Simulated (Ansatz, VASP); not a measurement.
# One calculation of Si, two programs

File INCAR:

```
PREC = Accurate
ENCUT = 520
EDIFF = 1E-6
ISMEAR = 0
SIGMA = 0.15
LREAL = False
LASPH = True
NELM = 100
ALGO = Normal
ISIF = 2
LWAVE = False
LCHARG = False
NBANDS = 8
```

Contents of KPOINTS:

```
regular mesh
0
Gamma
  24 24 20
```

File POSCAR:

```
Si
1.0
    2.5419265304      0.0000000000      0.0000000000
   -1.2709632652      2.2013729499      0.0000000000
    0.0000000000      0.0000000000      2.4293590741
Si
1
Direct
    0.0000000000      0.0000000000      0.0000000000
```

Input for Ansatz:

```yaml
crystal:
  lattice:
    - [2.5419265304, 0.0, 0.0]
    - [-1.2709632652, 2.2013729499, 0.0]
    - [0.0, 0.0, 2.4293590741]
  atoms:
    - { symbol: Si, position: [0.0, 0.0, 0.0] }
basis:
  ecutwfc: 420
kpoints:
  mp_grid: { grid: [24, 24, 20] }
hamiltonian:
  xc: lda
scf:
  occupations: { method: gaussian, width: 0.15 }
output:
  forces: true
  stress: true
  eigenvalues: true
```

Change from the starting cell: strain -0.030 along x and y, -0.015 along z, atoms carried along.

Alike in both runs: task single point; functional LDA; k mesh 24 × 24 × 20; occupations gaussian, width 0.15 eV; no spin polarisation.

|  | VASP | Ansatz |
| --- | --- | --- |
| version | VASP 6.6.1 | Ansatz 0.2.0 |
| potentials or method | VASP PAW LDA potentials, release 64 (Si), cutoff 520 eV | scalar-relativistic, plane waves, PAW |
| valence electrons in the cell | 4 | 4 |

VASP gave:

```
gap on the k mesh at the Fermi level (eV)                     : none
pressure (GPa)                                                : 9.3
traceless stress, the component that is largest in VASP (GPa) : -2.76
```

Task: Which values does Ansatz return?

Result: gap on the k mesh at the Fermi level (eV): none; pressure (GPa): 9.1; traceless stress, the component that is largest in VASP (GPa): -2.73.

LDA's correlation is that of Perdew and Zunger in VASP and of Perdew and Wang (1992) in Ansatz. A gap of «none» marks a metal or a gap that the smearing closes.
